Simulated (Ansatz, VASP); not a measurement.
# Si5Se in VASP and in Ansatz

```
Si Se
1.0
     0.00000    3.66484    3.66484
     3.66484    0.00000    3.66484
     3.66484    3.66484    0.00000
Si Se
5 1
Direct
  0.37506 0.37506 0.87483
  0.37506 0.87483 0.37506
  0.87483 0.37506 0.37506
  0.37506 0.37506 0.37506
  0.75000 0.75000 0.75000
  0.00000 0.00000 0.00000
```

Change from the starting cell: species swapped into the Be5Au type (F-43m, No. 216).

Alike in both runs: task relaxation of cell and atoms; functional PBE; k mesh 10 × 10 × 10; occupations gaussian, width 0.1 eV; no spin polarisation.

|  | VASP | Ansatz |
| --- | --- | --- |
| version | VASP 6.6.1 | Ansatz 0.2.0 |
| potentials or method | VASP PAW PBE potentials, release 64 (Si, Se), cutoff 600 eV | scalar-relativistic, plane waves, PAW |
| valence electrons in the cell | 26 | 36 |

```csv
,VASP,Ansatz,Ansatz less VASP
"gap on the k mesh at the Fermi level, each at its own relaxed structure (eV)",none,none,-
relaxed volume (Å³/atom),16.41,16.41,0.000
relaxed cell length with the largest relative difference (Å),5.183,5.183,0.0000
```

A gap of «none» marks a metal or a gap that the smearing closes. VASP's potentials hold 26 valence electrons a cell and Ansatz's 36, so a difference there can come from the potentials and not from the codes.

Noted on VASP's run: the relaxation stopped at its first step, so nothing moved.
